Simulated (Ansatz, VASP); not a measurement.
One calculation of SnO, two programs

```
Sn O
1.0
     0.00000    2.51560    2.51560
     2.51560    0.00000    2.51560
     2.51560    2.51560    0.00000
Sn O
1 1
Direct
  0.00000 0.00000 0.00000
  0.50000 0.50000 0.50000
```

Change from the starting cell: volume scaled by 0.95.

Alike in both runs: task single point; functional PBE; k mesh 14 × 14 × 14; occupations fermi-dirac, width 0.03 eV; no spin polarisation.

|  | VASP | Ansatz |
| --- | --- | --- |
| version | VASP 6.6.1 | Ansatz 0.2.0 |
| potentials or method | VASP PAW PBE potentials, release 64 (Sn_d, O), cutoff 520 eV | all-electron LAPW, scalar-relativistic |

VASP gave:

- pressure (GPa): 5.2

Question: Which values does Ansatz return?

Answer: Pressure (GPa): 5.3.

Ansatz ran all-electron here, and VASP with PAW potentials.
